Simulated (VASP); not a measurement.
A run of VASP 6.6.1:

The input INCAR:

```
  PREC = Accurate
  ENCUT = 520
  EDIFF = 1E-7
  ISMEAR = 0
  SIGMA = 0.1
  LREAL = F
  LASPH = T
  NELM = 60
  ALGO = Normal
  ISIF = 2
  LWAVE = F
  LCHARG = F
  LDIPOL = T
  IDIPOL = 3
  DIPOL = 0.5 0.5 0.377
  GGA = PE
  NBANDS = 38
```

KPOINTS

```
Automatic mesh
0
Gamma
  12 12 1
```

File POSCAR:

```
SiRu4
1.0
    2.7197977464      0.0000000000      0.0000000000
   -1.3598988732      2.3554139415      0.0000000000
    0.0000000000      0.0000000000     21.8663388848
Ru Si
4 1
Direct
    0.6666666667      0.3333333333      0.1829295714
    0.3333333333      0.6666666667      0.2811778375
    0.6666666667      0.3333333333      0.3790816284
    0.3333333333      0.6666666667      0.4740774823
    0.6666666667      1.3333333333      0.5671378516
```

Potentials or basis: VASP PAW PBE potentials, release 64 (Ru_pv, Si).

Launch:

```console
$ cat potpaw_PBE.64/Ru_pv/POTCAR potpaw_PBE.64/Si/POTCAR > POTCAR
$ mpirun -np 1 vasp_std > vasp.out
```

Hardware: 1 thread of Intel Xeon 8259CL, with other jobs on the host.

Task: Estimate the wall time of this run.

Result: It took 5.5 min on 1 thread of Intel Xeon 8259CL, with other jobs on the host, peak memory 0.28 GiB. Counts: scf iterations 30, k points 19.
